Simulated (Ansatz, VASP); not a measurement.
Cu3P2 in VASP and in Ansatz

```
CELL_PARAMETERS angstrom
4.35765 0.00000 0.00000
0.00000 4.35765 0.00000
0.00000 0.00000 4.35765
ATOMIC_POSITIONS crystal
Cu 0.00000 0.50000 0.50000
Cu 0.50000 0.00000 0.50000
Cu 0.50000 0.50000 0.00000
P 0.50000 0.50000 0.50000
P 0.00000 0.00000 0.00000
```

Alike in both runs: functional PBE; k mesh 8 × 8 × 8; occupations gaussian, width 0.1 eV; no spin polarisation.

Ansatz relaxed the structure, and its values are those at the end. VASP's run is a single point on that final structure, the one shown.

|  | VASP | Ansatz |
| --- | --- | --- |
| version | VASP 6.6.1 | Ansatz 0.2.0 |
| potentials or method | VASP PAW PBE potentials, release 64 (Cu, P), cutoff 520 eV | scalar-relativistic, plane waves, PAW |
| valence electrons in the cell | 43 | 67 |

```tsv
	VASP	Ansatz	Ansatz less VASP
gap on the k mesh at the Fermi level (eV)	none	none	-
pressure (GPa)	0.2	0.0	-0.17
```

A gap of «none» marks a metal or a gap that the smearing closes. VASP's potentials hold 43 valence electrons a cell and Ansatz's 67, so a difference there can come from the potentials and not from the codes.
